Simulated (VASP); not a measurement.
Set up this calculation in VASP 6.6.1, as the native input.

```
Task                   : single point
Functional             : PBE
Potentials or basis    : VASP PAW PBE potentials, release 64 (N, Ga_d, O)
Cutoff                 : 520 eV
k mesh                 : 9 × 9 × 1
Occupations            : gaussian, width 0.05 eV
Spin                   : collinear spin, ferromagnetic start
Starting moments       : [0.0, 0.0, 0.0, 0.0, 0.0, 0.0, 0.0, 0.0, 2.0] μB
Dipole correction      : yes
Further INCAR settings : ALGO = Normal; EDIFF = 1e-06; NBANDS = 53
```

The structure of Ga4N4O lies in POSCAR:

```
Ga4N4O
1.0
    3.2186527295      0.0000000000      0.0000000000
   -1.6093263648      2.7874350297      0.0000000000
    0.0000000000      0.0000000000     24.0281843518
N Ga O
4 4 1
Direct
    0.3333333333      0.6666666667      0.1664711716
    0.6666666667      0.3333333333      0.2755823724
    0.3333333333      0.6666666667      0.3877397629
    0.6666666667      0.3333333333      0.4977426840
    0.6666666667      0.3333333333      0.1933710436
    0.3333333333      0.6666666667      0.3024822443
    0.6666666667      0.3333333333      0.4109598618
    0.3333333333      0.6666666667      0.5213953817
    0.6666666667      1.3333333333      0.5849135361
```

One way to write it, as run:

INCAR

```
SYSTEM = Ga4N4O
  PREC = Accurate
  ENCUT = 520
  EDIFF = 1E-6
  ISMEAR = 0
  SIGMA = 0.05
  LREAL = .False.
  LASPH = .True.
  NELM = 150
  ALGO = Normal
  ISIF = 2
  LWAVE = .False.
  LCHARG = .False.
  ISPIN = 2
  MAGMOM = 0 0 0 0 0 0 0 0 2
  LORBIT = 11
  LDIPOL = .True.
  IDIPOL = 3
  DIPOL = 0.5 0.5 0.371
  GGA = PE
  NBANDS = 53
```

KPOINTS

```
Automatic mesh
0
Gamma
  9 9 1
  0 0 0
```

Potentials or basis: VASP PAW PBE potentials, release 64 (N, Ga_d, O).

Launch:

```sh
$ cat potpaw_PBE.64/N/POTCAR potpaw_PBE.64/Ga_d/POTCAR potpaw_PBE.64/O/POTCAR > POTCAR
$ mpirun -np 1 vasp_std > vasp.out
```

It gave:

The largest force is 2.673 eV/Å, the net moment is 1.38 μB per cell and the site moments are N +0.00, +0.01, +0.03, +0.15; Ga +0.00, +0.05, -0.03 (each value once); O +0.94 μB. The valence electrons inside the program's atomic spheres are N 3.60, 3.72, 3.73, 3.70; Ga 11.78, 11.77, 11.80, 11.64; O 4.72.

It took 21 min on 1 thread of Intel Xeon 8259CL, with other jobs on the host, peak memory 0.5 GiB.
